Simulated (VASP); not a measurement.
Input of a VASP 6.6.1 run:

INCAR

```
PREC = Accurate ; ENCUT = 520
EDIFF = 1E-6 ; ISMEAR = 0
SIGMA = 0.1 ; LREAL = False
LASPH = True ; NELM = 80
ALGO = Normal ; ISIF = 2
LWAVE = False ; LCHARG = False
GGA = PE ; NBANDS = 33
```

KPOINTS

```
regular mesh
0
Gamma
  12 12 2
```

POSCAR

```
CrO2
1.0
    2.6200193721      0.0000000000      0.0000000000
   -1.3100096861      2.2690033346      0.0000000000
    0.0000000000      0.0000000000     11.5648404795
Cr O
2 4
Direct
    0.6666666667      0.3333333333      0.7500000000
    0.3333333333      0.6666666667      0.2500000000
    0.3333333333      0.6666666667      0.8499501608
    0.6666666667      0.3333333333      0.3499501608
    0.3333333333      0.6666666667      0.6500498392
    0.6666666667      0.3333333333      0.1500498392
```

Potentials or basis: VASP PAW PBE potentials, release 64 (Cr_pv, O).

Command:

```bash
$ cat potpaw_PBE.64/Cr_pv/POTCAR potpaw_PBE.64/O/POTCAR > POTCAR
$ mpirun -np 1 vasp_std > vasp.out
```

Problem. What does it give for the pressure?

Solution. 1.1 GPa.

Problem. Predict the largest force.

Solution. 0.131 eV/Å.

Problem. What does it give for the band gap on the k mesh?

Solution. 0.28 eV, indirect (least direct gap 1.53 eV).

Forces in eV/Å, atoms in the order of the input:
```
Cr   0.000  0.000  0.000
Cr   0.000  0.000  0.000
O    0.000  0.000  0.131
O    0.000  0.000  0.131
O    0.000  0.000 -0.131
O    0.000  0.000 -0.131
```

A k mesh can miss the band edges. Spin polarisation is off, so any magnetic state and its effect on volume and gap are missing.
